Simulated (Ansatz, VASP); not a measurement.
**One calculation of Yb, two programs**

INCAR

```
SYSTEM = Yb
  PREC = Accurate
  ENCUT = 520
  EDIFF = 1E-6
  ISMEAR = -1
  SIGMA = 0.1
  LREAL = .False.
  LASPH = .True.
  NELM = 80
  ALGO = Normal
  ISIF = 2
  LWAVE = .False.
  LCHARG = .True.
  GGA = PE
  LELF = .True.
  LVHAR = .True.
  NBANDS = 18
```

KPOINTS

```
Automatic mesh
0
Gamma
  12 12 12
  0 0 0
```

POSCAR

```
Yb
1.0
   -2.0542319216      2.0542319216      2.0542319216
    2.0542319216     -2.0542319216      2.0542319216
    2.0542319216      2.0542319216     -2.0542319216
Yb
1
Direct
    0.0000000000      0.0000000000      0.0000000000
```

Input for Ansatz:

```yaml
crystal:
  lattice:
    - [-2.0542319216, 2.0542319216, 2.0542319216]
    - [2.0542319216, -2.0542319216, 2.0542319216]
    - [2.0542319216, 2.0542319216, -2.0542319216]
  atoms:
    - { symbol: Yb, position: [0.0, 0.0, 0.0] }
hamiltonian:
  xc: pbe
  pseudopotentials:
    kind: paw
    azcp:
      Yb: "pseudopotentials/Yb.paw.azcp"
basis:
  ecutwfc: 420
  fft_grid_basis: typed
kpoints:
  mp_grid: { grid: [12, 12, 12], shift: [0, 0, 0] }
magnetization:
  spin_polarized: false
scf:
  occupations: { method: fermi_dirac, width: 0.1 }
  lower_state_search: "off"
output:
  stress: true
```

Alike in both runs: task single point; functional PBE; k mesh 12 × 12 × 12; occupations fermi-dirac, width 0.1 eV; no spin polarisation.

```csv
,VASP,Ansatz
version,VASP 6.6.1,Ansatz 0.2.0
potentials or method,"VASP PAW PBE potentials, release 64 (Yb), cutoff 520 eV","plane waves (420 eV) with PAW, scalar-relativistic"
valence electrons in the cell,24,24
```

```csv
,VASP,Ansatz,Ansatz less VASP
pressure (GPa),-1.8,0.0,+1.77
```

With one functional, cell and mesh, what is left measures potentials, basis and numerics.

Neither program's run includes spin-orbit coupling.
